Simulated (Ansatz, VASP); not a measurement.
Ga3BSb2 in VASP and in Ansatz

The input INCAR:

```
SYSTEM = Ga3BSb2
ALGO = Normal
EDIFF = 1E-7
EDIFFG = -0.04
ENCUT = 600
GGA = PE
IBRION = 2
ISIF = 3
ISMEAR = 0
LASPH = .TRUE.
LCHARG = .FALSE.
LREAL = .FALSE.
LWAVE = .FALSE.
NELM = 80
NSW = 90
PREC = Accurate
SIGMA = 0.1
```

File KPOINTS:

```
k-points
0
G
  6 6 4
  0 0 0
```

File POSCAR:

```
Ga3BSb2
1.0
    5.2874174351      0.0000000000      0.0000000000
   -2.6437087176      4.5790378192      0.0000000000
    0.0000000000      0.0000000000      5.9072265729
Ga B Sb
3 1 2
Direct
    0.0000000000      0.5000000000      0.5000000000
    0.5000000000      0.0000000000      0.5000000000
    0.5000000000      0.5000000000      0.5000000000
    0.0000000000      0.0000000000      0.0000000000
    0.6666666667      0.3333333333      0.0000000000
    0.3333333333      0.6666666667      0.0000000000
```

Input for Ansatz:

```yaml
crystal:
  lattice:
    - [5.2874174351, 0.0, 0.0]
    - [-2.6437087176, 4.5790378192, 0.0]
    - [0.0, 0.0, 5.9072265729]
  atoms:
    - { symbol: Ga, position: [0.0, 0.5, 0.5] }
    - { symbol: Ga, position: [0.5, 0.0, 0.5] }
    - { symbol: Ga, position: [0.5, 0.5, 0.5] }
    - { symbol: B, position: [0.0, 0.0, 0.0] }
    - { symbol: Sb, position: [0.6666666667, 0.3333333333, 0.0] }
    - { symbol: Sb, position: [0.3333333333, 0.6666666667, 0.0] }
basis:
  ecutwfc: 420
kpoints:
  mp_grid: { grid: [6, 6, 4] }
hamiltonian:
  xc: pbe
scf:
  occupations: { method: gaussian, width: 0.1 }
  lower_state_search: "off"
output:
  forces: true
  stress: true
  eigenvalues: true
relax:
  adjacent_minimum: "off"
  f_tol: 0.04
  max_steps: 70
  cell: { stress_tol: 0.4 }
```

Change from the starting cell: species swapped into the LuB2Os3 type (P6/mmm, No. 191).

Alike in both runs: task relaxation of cell and atoms; functional PBE; k mesh 6 × 6 × 4; occupations gaussian, width 0.1 eV; no spin polarisation.

|  | VASP | Ansatz |
| --- | --- | --- |
| version | VASP 6.6.1 | Ansatz 0.2.0 |
| potentials or method | VASP PAW PBE potentials, release 64 (Ga_d, B, Sb), cutoff 600 eV | scalar-relativistic, plane waves, PAW |
| valence electrons in the cell | 52 | 72 |

Ansatz gave:

```
gap on the k mesh at the Fermi level, each at its own relaxed structure (eV) : none
relaxed volume (Å³/atom)                                                     : 23.41
relaxed cell length with the largest relative difference (Å)                 : 5.881
```

Task: Estimate VASP's values.

Result: gap on the k mesh at the Fermi level, each at its own relaxed structure (eV): none; relaxed volume (Å³/atom): 23.47; relaxed cell length with the largest relative difference (Å): 5.889.

A gap of «none» marks a metal or a gap that the smearing closes. VASP's potentials hold 52 valence electrons a cell and Ansatz's 72, so a difference there can come from the potentials and not from the codes.

Neither program's run includes spin-orbit coupling.
